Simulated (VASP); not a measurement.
# YHg in VASP: further runs, part 2 of 2

VASP 6.6.1. The steps go on from the part before.

## 3. Electric field gradients, LDA (equal xy, yz and zx shear strains of -2 %)

Input file INCAR:

```
PREC     = Accurate       # precision mode
ENCUT    = 520            # plane-wave cutoff, eV
EDIFF    = 1E-8           # SCF threshold, eV
ISMEAR   = -1             # smearing method
SIGMA    = 0.08           # smearing width, eV
LREAL    = False          # projectors in reciprocal space
LASPH    = True           # aspherical terms in the spheres
NELM     = 80             # most SCF steps
ALGO     = Normal         # electronic algorithm
ISIF     = 2              # what is computed and relaxed
LWAVE    = False          # write WAVECAR
LCHARG   = False          # write CHGCAR
GGA      = CA             # functional
LEFG     = True         
NBANDS   = 18             # bands
```

Input file KPOINTS:

```
Automatic mesh
0
Gamma
  11 11 11
```

Input file POSCAR:

```
YHg
1.0
    3.6820000000     -0.0368200000     -0.0368200000
   -0.0368200000      3.6820000000     -0.0368200000
   -0.0368200000     -0.0368200000      3.6820000000
Y Hg
1 1
Direct
    0.5000000000      0.5000000000      0.5000000000
    0.0000000000      0.0000000000      0.0000000000
```

Potentials or basis: VASP PAW LDA potentials, release 64 (Y_sv, Hg).

Run with:

```sh
> cat potpaw_LDA.64/Y_sv/POTCAR potpaw_LDA.64/Hg/POTCAR > POTCAR
> mpirun -np 1 vasp_std > vasp.out
```

OUTCAR:

```text
PREC = Accurate
   ENCUT = 520
   EDIFF = 1E-8
   ISMEAR = -1
   LREAL = False
   LASPH = True
   NELM = 80
   ISIF = 2
   GGA = CA

 ion  position               nearest neighbor table
   1  0.500  0.500  0.500-   2 3.12   2 3.12   2 3.21   2 3.21   2 3.21   2 3.21   2 3.21   2 3.21

   2  0.000  0.000  0.000-   1 3.12   1 3.12   1 3.21   1 3.21   1 3.21   1 3.21   1 3.21   1 3.21

  LATTYP: Found a trigonal (rhomboedric) cell.
 ALAT       =     3.6823681816
 COS(alpha) =    -0.0198960208

  Lattice vectors:

 A1 = (   3.6820000000,  -0.0368200000,  -0.0368200000)
 A2 = (  -0.0368200000,   3.6820000000,  -0.0368200000)
 A3 = (  -0.0368200000,  -0.0368200000,   3.6820000000)

Analysis of symmetry for initial positions (statically):
=====================================================================
 Subroutine PRICEL returns:
 Original cell was already a primitive cell.

 Routine SETGRP: Setting up the symmetry group for a
 trigonal (rhombohedral) supercell.

 Subroutine GETGRP returns: Found 12 space group operations
 (whereof 12 operations were pure point group operations)
 out of a pool of 12 trial point group operations.

The static configuration has the point symmetry D_3d.

Analysis of symmetry for dynamics (positions and initial velocities):
=====================================================================
 Subroutine PRICEL returns:
 Original cell was already a primitive cell.

 Routine SETGRP: Setting up the symmetry group for a
 trigonal (rhombohedral) supercell.

 Subroutine GETGRP returns: Found 12 space group operations
 (whereof 12 operations were pure point group operations)
 out of a pool of 12 trial point group operations.

[... 158 lines left out ...]
      3     -19.0630      2.00000
      4     -19.0630      2.00000
      5      -4.1559      2.00000
      6      -3.9398      2.00000
[... 481 lines left out ...]
      5      -3.8449      2.00000
      6      -3.6779      2.00000
[... 10 lines left out ...]
     17       9.0386      0.00000
     18      11.0583      0.00000

 [... further k-points ...]

------------------------ aborting loop because EDIFF is reached ----------------------------------------

  FORCE on cell =-STRESS in cart. coord.  units (eV):
  Direction    XX          YY          ZZ          XY          YZ          ZX
  --------------------------------------------------------------------------------------
  -------------------------------------------------------------------------------------
  Total       -0.9960913     -0.9960913     -0.9960913      0.2351536      0.2351536      0.2351536
  in kB      -31.9808154    -31.9808154    -31.9808154      7.5499146      7.5499146      7.5499146
  external PRESSURE =     -31.9808154 kB  Pullay stress =       0.0000000 kB

 VOLUME and BASIS-vectors are now :
 -----------------------------------------------------------------------------
  energy-cutoff  :      520.00
  volume of cell :       49.90
      direct lattice vectors                 reciprocal lattice vectors
     3.682000000 -0.036820000 -0.036820000     0.271646404  0.002743903  0.002743903
    -0.036820000  3.682000000 -0.036820000     0.002743903  0.271646404  0.002743903
    -0.036820000 -0.036820000  3.682000000     0.002743903  0.002743903  0.271646404

 POSITION                                       TOTAL-FORCE (eV/Angst)
 -----------------------------------------------------------------------------------
      1.80418      1.80418      1.80418         0.000000     -0.000000      0.000000
      0.00000      0.00000      0.00000        -0.000000      0.000000     -0.000000
 -----------------------------------------------------------------------------------
    total drift:                               -0.000000      0.000000      0.000000

  FREE ENERGIE OF THE ION-ELECTRON SYSTEM (eV)
  ---------------------------------------------------
  free  energy   TOTEN  =        -9.1990104824 eV

  energy  without entropy=       -9.1536194001  energy(sigma->0) =       -9.17631494

 Electric field gradients (V/A^2)
---------------------------------------------------------------------
 ion       V_xx      V_yy      V_zz      V_xy      V_xz      V_yz
---------------------------------------------------------------------
   1      -0.000    -0.000     0.000    -3.037    -3.037    -3.037
   2      -0.000    -0.000     0.000     0.319     0.319     0.319
---------------------------------------------------------------------

 Electric field gradients after diagonalization (V/A^2)
 (convention: |V_zz| > |V_xx| > |V_yy|)
----------------------------------------------------------------------
 ion       V_xx      V_yy      V_zz     asymmetry (V_yy - V_xx)/ V_zz
----------------------------------------------------------------------
   1       3.037     3.037    -6.075       0.000
   2      -0.319    -0.319     0.639       0.000
----------------------------------------------------------------------

           NMR quadrupolar parameters

 Cq : quadrupolar parameter    Cq=e*Q*V_zz/h
 eta: asymmetry parameters     (V_yy - V_xx)/ V_zz
 Q  : nuclear electric quadrupole moment in mb (millibarn)
----------------------------------------------------------------------
 ion       Cq(MHz)       eta       Q (mb)
----------------------------------------------------------------------
   1      -0.015       0.000       1.000
   2       0.002       0.000       1.000
----------------------------------------------------------------------
```

OSZICAR:

```text
N       E                     dE             d eps       ncg     rms          rms(c)
DAV:   1     0.135420459784E+03    0.13542E+03   -0.11858E+04  5296   0.122E+03
DAV:   2    -0.345370164699E+01   -0.13887E+03   -0.13453E+03  5768   0.306E+02
DAV:   3    -0.958621038947E+01   -0.61325E+01   -0.60844E+01  8202   0.534E+01
DAV:   4    -0.972898166363E+01   -0.14277E+00   -0.14236E+00  6366   0.578E+00
DAV:   5    -0.973130485632E+01   -0.23232E-02   -0.23224E-02  6644   0.603E-01    0.291E+01
DAV:   6    -0.929282415394E+01    0.43848E+00   -0.71594E-01  5940   0.737E+00    0.178E+01
DAV:   7    -0.920745093360E+01    0.85373E-01   -0.49873E-01  5984   0.424E+00    0.267E+00
DAV:   8    -0.920030452349E+01    0.71464E-02   -0.34951E-02  5774   0.133E+00    0.455E-01
DAV:   9    -0.919902105628E+01    0.12835E-02   -0.78986E-03  6430   0.622E-01    0.105E-01
DAV:  10    -0.919901074803E+01    0.10308E-04   -0.29558E-04  5942   0.990E-02    0.200E-02
DAV:  11    -0.919901034149E+01    0.40654E-06   -0.99904E-06  6262   0.232E-02    0.958E-03
DAV:  12    -0.919901049400E+01   -0.15251E-06   -0.90486E-07  7374   0.591E-03    0.959E-03
DAV:  13    -0.919901047903E+01    0.14968E-07   -0.23030E-07  5766   0.325E-03    0.111E-03
DAV:  14    -0.919901048236E+01   -0.33269E-08   -0.75568E-09  4058   0.627E-04
   1 F= -.91990105E+01 E0= -.91763149E+01  d E =-.453911E-01
```

It took 89 s on 1 thread of Intel Xeon 6975P-C, shared host; peak memory 0.27 GiB.

Results:

```
Free energy : -9.1990 eV
Pressure    : -3.2 GPa
```

Stress tensor (GPa, compression positive):
```
-3.20  0.75  0.75
 0.75 -3.20  0.75
 0.75  0.75 -3.20
```

Levels at points of the mesh, in eV from the Fermi level:
```csv
k point,band 8,band 9,band 10,band 11,band 12,band 13,band 14,band 15
"(0.00, 0.00, 0.00)",-7.26,-7.18,-7.18,0.26,0.26,3.78,3.78,3.80
```

Electric field gradients, principal values (V/Å²):
```
atom   least  middle  greatest (by size)
 1 Y   3.037   3.037              -6.075
2 Hg  -0.319  -0.319               0.639
```

Caveat: the cell differs from its parent crystal (equal xy, yz and zx shear strains of -2 %); without QUAD_EFG the Cq values of the log hold for a quadrupole moment of 1 mb, not for the nuclei; spin-orbit coupling is left out, which moves the levels of the heavy elements.
